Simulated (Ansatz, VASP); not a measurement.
Two plane-wave programs on CdS

```
Cd S
1.0
     6.60373    0.00000    0.00000
    -3.30187    5.71900    0.00000
     0.00000    0.00000    4.00215
Cd S
3 3
Direct
  0.62016 0.00000 0.66667
  0.00000 0.62016 0.33333
  0.37984 0.37984 0.00000
  0.36932 0.00000 0.16667
  0.00000 0.36932 0.83333
  0.63068 0.63068 0.50000
```

Alike in both runs: task single point; functional PBE; k mesh 6 × 6 × 8; occupations gaussian, width 0.02 eV; no spin polarisation.

|  | VASP | Ansatz |
| --- | --- | --- |
| version | VASP 6.6.1 | Ansatz 0.2.0 |
| potentials or method | VASP PAW PBE potentials, release 64 (Cd, S), cutoff 520 eV | scalar-relativistic, plane waves, PAW |
| valence electrons in the cell | 54 | 78 |

VASP gave:

* gap on the k mesh at the Fermi level (eV): 0.98
* least direct gap on the mesh (eV): 0.98
* pressure (GPa): 0.3

Q: What did Ansatz give for the same quantities?

A: gap on the k mesh at the Fermi level (eV): 0.98; least direct gap on the mesh (eV): 0.98; pressure (GPa): 0.0.

VASP's potentials hold 54 valence electrons a cell and Ansatz's 78, so a difference there can come from the potentials and not from the codes.
